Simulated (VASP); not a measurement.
**K4Sn: single point with PBE**

Crystal: K4Sn.

```
K Sn
1.0
    -4.23539    4.23539    4.23539
     4.23539   -4.23539    4.23539
     4.23539    4.23539   -4.23539
K Sn
4 1
Direct
  0.50000 0.50000 0.50000
  0.50000 0.00000 0.00000
  0.00000 0.00000 0.50000
  0.00000 0.50000 0.00000
  0.00000 0.00000 0.00000
```

| Property | Result |
| --- | --- |
| Program | VASP 6.6.1 |
| Task | single point |
| Functional | PBE |
| Potentials or basis | VASP PAW PBE potentials, release 64 (K_sv, Sn_d) |
| Cutoff | 520 eV |
| k mesh | 6 × 6 × 6 |
| Occupations | gaussian, width 0.1 eV |
| Spin | no spin polarisation |
| Dipole correction | no |
| k mesh for the DOS | 9 × 9 × 9 |
| Occupations for the DOS | tetrahedron |
| Further INCAR settings | ALGO = Fast; EDIFF = 1e-06 |

```json
{
  "Valence electrons inside the program's atomic spheres": "K 7.55; Sn 12.18"
}
```

Levels at points of the mesh, in eV from the Fermi level:
```csv
k point,band 22,band 23,band 24,band 25,band 26,band 27,band 28,band 29
"(0.00, 0.00, 0.00)",-6.18,-1.02,0.00,0.00,0.00,1.34,1.34,2.38
```

Run time: 8.5 min on 1 thread of Intel(R) Xeon(R) 6975P-C (Granite Rapids), with other jobs on the host, peak memory 0.56 GiB.

Caveat: spin-orbit coupling is left out, which moves the levels of the heavy elements.
